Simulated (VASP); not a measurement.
# SnO2 (P4_2/mnm) in VASP: a series of runs, part 2 of 2

VASP 6.6.1. The steps go on from the part before.

## Step 4: Single point, r2SCAN

The input, POSCAR:

```
SnO2
1.0
    4.7605589201      0.0000000000      0.0000000000
    0.0000000000      4.7605589201      0.0000000000
    0.0000000000      0.0000000000      3.2000978632
Sn O
2 4
Direct
    0.5000000000      0.5000000000      0.5000000000
    0.0000000000      0.0000000000      0.0000000000
    0.1941203994      0.8058796006      0.5000000000
    0.8058796006      0.1941203994      0.5000000000
    0.3058796006      0.3058796006      0.0000000000
    0.6941203994      0.6941203994      0.0000000000
```

The input, INCAR.step1:

```
ALGO = Normal
EDIFF = 1E-4
ENCUT = 520
GGA = PE
ISMEAR = 0
LASPH = T
LCHARG = F
LREAL = F
LWAVE = T
NBANDS = 35
NELM = 80
PREC = Accurate
SIGMA = 0.01
```

The input, INCAR.step2:

```
ALGO = Normal
EDIFF = 1E-6
ENCUT = 520
ISIF = 2
ISMEAR = 0
ISTART = 1
LASPH = T
LCHARG = F
LMIXTAU = T
LREAL = F
LWAVE = F
METAGGA = R2SCAN
NBANDS = 35
NELM = 80
PREC = Accurate
SIGMA = 0.01
```

The input, KPOINTS:

```
k-points
0
Gamma
  6 6 8
```

Potentials or basis: VASP PAW PBE potentials, release 64 (Sn_d, O).

Started as:

```sh
cat potpaw_PBE.64/Sn_d/POTCAR potpaw_PBE.64/O/POTCAR > POTCAR
cp INCAR.step1 INCAR
mpirun -np 1 vasp_std > vasp.out
cp INCAR.step2 INCAR
mpirun -np 1 vasp_std > vasp.out
```

OUTCAR:

```text
EDIFF = 1E-6
   ENCUT = 520
   ISIF = 2
   ISMEAR = 0
   ISTART = 1
   LASPH = T
   LREAL = F
   METAGGA = R2SCAN
   NELM = 80
   PREC = Accurate

 ion  position               nearest neighbor table
   1  0.500  0.500  0.500-   3 2.06   4 2.06   5 2.07   6 2.07   5 2.07   6 2.07   2 3.73   2 3.73
                             2 3.73   2 3.73   2 3.73   2 3.73   2 3.73   2 3.73
   2  0.000  0.000  0.000-   5 2.06   6 2.06   3 2.07   4 2.07   3 2.07   4 2.07   1 3.73   1 3.73
                             1 3.73   1 3.73   1 3.73   1 3.73   1 3.73   1 3.73
   3  0.194  0.806  0.500-   1 2.06   2 2.07   2 2.07
   4  0.806  0.194  0.500-   1 2.06   2 2.07   2 2.07
[... 1125 lines left out ...]
  Total        0.4056656      0.4056656      0.6673354     -0.0000000      0.0000000      0.0000000
  in kB        8.9618908      8.9618908     14.7426511     -0.0000000      0.0000000      0.0000000
  external PRESSURE =      10.8888109 kB  Pullay stress =       0.0000000 kB

 VOLUME and BASIS-vectors are now :
 -----------------------------------------------------------------------------
  energy-cutoff  :      520.00
  volume of cell :       72.52
      direct lattice vectors                 reciprocal lattice vectors
     4.760558920  0.000000000  0.000000000     0.210059368  0.000000000  0.000000000
     0.000000000  4.760558920  0.000000000     0.000000000  0.210059368  0.000000000
     0.000000000  0.000000000  3.200097863     0.000000000  0.000000000  0.312490443

 POSITION                                       TOTAL-FORCE (eV/Angst)
 -----------------------------------------------------------------------------------
      2.38028      2.38028      1.60005        -0.000000      0.000000      0.000000
      0.00000      0.00000      0.00000        -0.000000      0.000000      0.000000
      0.92412      3.83644      1.60005         0.016968     -0.016968      0.000000
      3.83644      0.92412      1.60005        -0.016968      0.016968     -0.000000
      1.45616      1.45616      0.00000        -0.016968     -0.016968      0.000000
      3.30440      3.30440      0.00000         0.016968      0.016968     -0.000000
 -----------------------------------------------------------------------------------
    total drift:                               -0.000000      0.000000      0.000000

  FREE ENERGIE OF THE ION-ELECTRON SYSTEM (eV)
  ---------------------------------------------------
  free  energy   TOTEN  =       -84.6295568291 eV

  energy  without entropy=      -84.6295568291  energy(sigma->0) =      -84.62955683
```

OUTCAR.step1:

```text
EDIFF = 1E-4
   ENCUT = 520
   GGA = PE
   ISMEAR = 0
[... 1154 lines left out ...]
      0.92412      3.83644      1.60005         0.033043     -0.033043      0.000000
      3.83644      0.92412      1.60005        -0.033043      0.033043      0.000000
      1.45616      1.45616      0.00000        -0.033043     -0.033043     -0.000000
      3.30440      3.30440      0.00000         0.033043      0.033043      0.000000
 -----------------------------------------------------------------------------------
    total drift:                               -0.000000      0.000000      0.000000

  FREE ENERGIE OF THE ION-ELECTRON SYSTEM (eV)
  ---------------------------------------------------
  free  energy   TOTEN  =       -37.2283906890 eV

  energy  without entropy=      -37.2283906890  energy(sigma->0) =      -37.22839069
```

OSZICAR.step1:

```text
N       E                     dE             d eps       ncg     rms          rms(c)
DAV:   1     0.637407545594E+03    0.63741E+03   -0.25746E+04  3901   0.232E+03
DAV:   2     0.566621226571E+02   -0.58075E+03   -0.54694E+03  3764   0.607E+02
DAV:   3    -0.383728630066E+02   -0.95035E+02   -0.93374E+02  3758   0.207E+02
DAV:   4    -0.433165554329E+02   -0.49437E+01   -0.49041E+01  4443   0.506E+01
DAV:   5    -0.434446105660E+02   -0.12806E+00   -0.12786E+00  4366   0.862E+00    0.160E+01
DAV:   6    -0.371416401733E+02    0.63030E+01   -0.17556E+01  5553   0.640E+01    0.620E+00
DAV:   7    -0.372567536969E+02   -0.11511E+00   -0.20368E+00  4066   0.792E+00    0.322E+00
DAV:   8    -0.372347869149E+02    0.21967E-01   -0.16879E-01  5151   0.414E+00    0.748E-01
DAV:   9    -0.372276033457E+02    0.71836E-02   -0.34974E-02  5783   0.298E+00    0.131E-01
DAV:  10    -0.372282773437E+02   -0.67400E-03   -0.38362E-03  4427   0.483E-01    0.536E-02
DAV:  11    -0.372283896635E+02   -0.11232E-03   -0.16719E-04  3489   0.101E-01    0.138E-02
DAV:  12    -0.372283906890E+02   -0.10255E-05   -0.23062E-05  2204   0.451E-02
   1 F= -.37228391E+02 E0= -.37228391E+02  d E =-.351179E-85
```

Run time: 4.1 min. Hardware: 1 thread of Intel Xeon 6975P-C, shared host; peak memory 0.24 GiB.

Results:

```
Free energy            : -84.6296 eV
Pressure               : 1.1 GPa
Largest force          : 0.024 eV/Å
Band gap on the k mesh : 1.79 eV
```

Forces on the atoms (eV/Å):
```
Sn   0.000  0.000  0.000
Sn   0.000  0.000  0.000
O    0.017 -0.017  0.000
O   -0.017  0.017  0.000
O   -0.017 -0.017  0.000
O    0.017  0.017  0.000
```

Stress tensor (GPa, compression positive):
```
0.90 0.00 0.00
0.00 0.90 0.00
0.00 0.00 1.47
```

Caveat: the PAW data sets were made with another functional, which shifts forces and pressure a little; spin-orbit coupling is left out, which moves the levels of the heavy elements.

## Step 5: Single point, PBEsol

This run uses another cell than the first one, of 12.18 Å³/atom.

The input, INCAR:

```
PREC = Accurate
ENCUT = 600
EDIFF = 1E-6
ISMEAR = -1
SIGMA = 0.02
LREAL = False
LASPH = True
NELM = 120
ALGO = Normal
ISIF = 2
LWAVE = False
LCHARG = False
GGA = PS
NBANDS = 35
GGA_COMPAT = False
```

The input, KPOINTS:

```
Automatic mesh
0
Gamma
  6 6 8
```

The input, POSCAR:

```
SnO2
1.0
    4.7691164824      0.0000000000      0.0000000000
    0.0000000000      4.7691164824      0.0000000000
    0.0000000000      0.0000000000      3.2119769649
Sn O
2 4
Direct
    0.5000000000      0.5000000000      0.5000000000
    0.0000000000      0.0000000000      0.0000000000
    0.1937244589      0.8062755411      0.5000000000
    0.8062755411      0.1937244589      0.5000000000
    0.3062755411      0.3062755411      0.0000000000
    0.6937244589      0.6937244589      0.0000000000
```

Started as:

```sh
cat potpaw_PBE.64/Sn_d/POTCAR potpaw_PBE.64/O/POTCAR > POTCAR
mpirun -np 1 vasp_std > vasp.out
```

Wall time 2.8 min (1 thread of Oxide Virtual Turin-like, shared host); peak memory 0.24 GiB.

It converged, with:

```
Free energy            : -39.6789 eV
Pressure               : 0.5 GPa
Largest force          : 0.015 eV/Å
Band gap on the k mesh : 0.91 eV
```

Forces in eV/Å, atoms in the order of the input:
```
Sn   0.000  0.000  0.000
Sn   0.000  0.000  0.000
O    0.010 -0.010  0.000
O   -0.010  0.010  0.000
O   -0.010 -0.010  0.000
O    0.010  0.010  0.000
```

Stress tensor (GPa, compression positive):
```
0.41 0.00 0.00
0.00 0.41 0.00
0.00 0.00 0.70
```

Levels at points of the mesh, in eV from the valence-band top:
| k point | band 22 | band 23 | band 24 | band 25 | band 26 | band 27 | band 28 | band 29 | band 30 | band 31 |
| --- | --- | --- | --- | --- | --- | --- | --- | --- | --- | --- |
| (0.00, 0.00, 0.00) | -1.27 | -1.27 | -0.78 | -0.78 | 0.00 | 0.91 | 5.85 | 6.04 | 6.04 | 10.13 |
| (0.50, 0.00, 0.00) | -1.98 | -1.22 | -1.22 | -0.63 | -0.63 | 4.13 | 4.13 | 6.80 | 6.80 | 10.64 |
| (0.50, 0.50, 0.00) | -1.99 | -1.35 | -1.35 | -0.89 | -0.89 | 4.53 | 4.53 | 7.23 | 7.23 | 10.68 |
| (0.00, 0.00, 0.50) | -2.66 | -1.64 | -1.64 | -1.25 | -1.25 | 5.87 | 5.87 | 9.43 | 9.43 | 10.36 |
| (0.50, 0.00, 0.50) | -1.74 | -1.09 | -1.09 | -0.73 | -0.73 | 6.14 | 6.14 | 7.73 | 7.73 | 10.69 |
| (0.50, 0.50, 0.50) | -2.45 | -0.96 | -0.96 | -0.82 | -0.82 | 4.55 | 4.55 | 8.61 | 8.61 | 10.69 |

Caveat: the PAW data sets were made with another functional, which shifts forces and pressure a little; spin-orbit coupling is left out, which moves the levels of the heavy elements.

## Step 6: The runs side by side

| level | cell | cutoff (eV) | smearing | gap on the mesh (eV) | pressure (GPa) | largest force (eV/Å) |
| --- | --- | --- | --- | --- | --- | --- |
| PBE | a = 4.761, b = 4.761, c = 3.200 Å, 6 atoms, atomic positions A | 520 | fermi-dirac 0.02 eV | 1.09 | 8.4 | 0.05 |
| r2SCAN | a = 4.761, b = 4.761, c = 3.200 Å, 6 atoms, atomic positions A | 520 | fermi-dirac 0.02 eV | 1.79 | 1.1 | 0.02 |
| r2SCAN | a = 4.761, b = 4.761, c = 3.200 Å, 6 atoms, atomic positions A | 520 | gaussian 0.01 eV | 1.79 | 1.1 | 0.02 |
| PBEsol | a = 4.769, b = 4.769, c = 3.212 Å, 6 atoms, atomic positions B | 600 | fermi-dirac 0.02 eV | 0.91 | 0.5 | 0.01 |

Alike in all rows: task single point; potentials or basis VASP PAW PBE potentials, release 64 (Sn_d, O); no spin polarisation; k mesh 6 × 6 × 8.

On the cell as given the gap runs from 1.09 eV (PBE) to 1.79 eV (r2SCAN). The pressure there spans 1.1 GPa (r2SCAN) to 8.4 GPa (PBE); a positive pressure means that this level wants a larger cell, a negative one a smaller.

Caveats: spin-orbit coupling is left out, which moves the levels of the heavy elements; the PAW data sets were made with another functional, which shifts forces and pressure a little (at least some runs); the cell stands under pressure (at least some runs).

Total energies depend on the potentials used, so only differences within one code and one set of settings carry meaning.
